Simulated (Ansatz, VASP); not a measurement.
**Two plane-wave programs on MnSb**

File INCAR:

```
SYSTEM = MnSb
  PREC = Accurate
  ENCUT = 520
  EDIFF = 1E-6
  ISMEAR = 0
  SIGMA = 0.05
  LREAL = .FALSE.
  LASPH = .TRUE.
  NELM = 60
  ALGO = Normal
  ISIF = 2
  LWAVE = .FALSE.
  LCHARG = .FALSE.
  GGA = PE
  NBANDS = 26
```

Contents of KPOINTS:

```
Automatic mesh
0
G
  12 12 8
  0 0 0
```

Contents of POSCAR:

```
MnSb
1.0
    4.0976405515      0.0000000000      0.0000000000
   -2.0488202757      3.5486608132      0.0000000000
    0.0000000000      0.0000000000      5.5970836889
Mn Sb
2 2
Direct
    0.0000000000      0.0000000000      0.0000000000
    0.0000000000      0.0000000000      0.5000000000
    0.3333333333      0.6666666667      0.2500000000
    0.6666666667      0.3333333333      0.7500000000
```

Input for Ansatz:

```yaml
crystal:
  lattice:
    - [4.0976405515, 0.0, 0.0]
    - [-2.0488202757, 3.5486608132, 0.0]
    - [0.0, 0.0, 5.5970836889]
  atoms:
    - { symbol: Mn, position: [0.0, 0.0, 0.0] }
    - { symbol: Mn, position: [0.0, 0.0, 0.5] }
    - { symbol: Sb, position: [0.3333333333, 0.6666666667, 0.25] }
    - { symbol: Sb, position: [0.6666666667, 0.3333333333, 0.75] }
basis:
  ecutwfc: 420
  ecutrho_ratio: 4
kpoints:
  mp_grid: { grid: [12, 12, 8] }
hamiltonian:
  xc: pbe
scf:
  occupations: { method: gaussian, width: 0.05 }
output:
  forces: true
  stress: true
  eigenvalues: true
```

Alike in both runs: task single point; functional PBE; k mesh 12 × 12 × 8; occupations gaussian, width 0.05 eV; no spin polarisation.

```csv
,VASP,Ansatz
version,VASP 6.6.1,Ansatz 0.2.0
potentials or method,"VASP PAW PBE potentials, release 64 (Mn_pv, Sb), cutoff 520 eV","scalar-relativistic, plane waves, PAW"
valence electrons in the cell,36,60
```

Ansatz gave:

- gap on the k mesh at the Fermi level (eV): none
- pressure (GPa): -13.4
- traceless stress, the component that is largest in VASP (GPa): -6.17

Q: What did VASP give for the same quantities?

A: gap on the k mesh at the Fermi level (eV): none; pressure (GPa): -13.4; traceless stress, the component that is largest in VASP (GPa): -6.04.

A gap of «none» marks a metal or a gap that the smearing closes. VASP's potentials hold 36 valence electrons a cell and Ansatz's 60, so a difference there can come from the potentials and not from the codes.

Spin-orbit coupling is off throughout.
